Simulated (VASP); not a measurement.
Set up this calculation in VASP 6.6.1, as the native input.

| Quantity | Value |
| --- | --- |
| Task | single point |
| Functional | PBE |
| Potentials or basis | VASP PAW PBE potentials, release 64 (Sr_sv, Li_sv, H) |
| Cutoff | 520 eV |
| k mesh | 6 × 6 × 6 |
| Occupations | fermi-dirac, width 0.05 eV |
| Spin | no spin polarisation |
| Dipole correction | no |
| Further INCAR settings | ALGO = Normal; EDIFF = 1e-07; NBANDS = 16 |

The structure of SrLiH3 lies in POSCAR:

```
SrLiH3
1.0
    4.6307910000      0.0000000000      0.0000000000
    0.0000000000      4.6307910000      0.0000000000
    0.0000000000      0.0000000000      4.6307910000
Sr Li H
1 1 3
Direct
    0.5032800000      0.4943360000      0.5019290000
    0.0020250000      0.0053550000     -0.0121980000
    0.5008960000      0.5020190000     -0.0009430000
    0.5055660000      0.0070640000      0.4878350000
   -0.0114320000      0.5131620000      0.4921090000
```

This cell differs from its parent crystal: atoms moved at random.

These files were run (other wordings do the same):

INCAR

```
PREC = Accurate
ENCUT = 520
EDIFF = 1E-7
ISMEAR = -1
SIGMA = 0.05
LREAL = F
LASPH = T
NELM = 80
ALGO = Normal
ISIF = 2
LWAVE = F
LCHARG = T
GGA = PE
LELF = T
LVHAR = T
NBANDS = 16
```

KPOINTS

```
regular mesh
0
Gamma
  6 6 6
```

Potentials or basis: VASP PAW PBE potentials, release 64 (Sr_sv, Li_sv, H).

Command:

```console
$ cat potpaw_PBE.64/Sr_sv/POTCAR potpaw_PBE.64/Li_sv/POTCAR potpaw_PBE.64/H/POTCAR > POTCAR
$ mpirun -np 1 vasp_std > vasp.out
```

Results of the run:

```yaml
Largest_force: 0.548 eV/Å
Band_gap_on_the_k_mesh: 1.82 eV, indirect (least direct gap 2.24 eV)
```

Caveat: the cell differs from its parent crystal (atoms moved at random).

It took 84 s on 1 thread of Intel(R) Xeon(R) Platinum 8559C (Emerald Rapids) (shared host), peak memory 0.33 GiB.
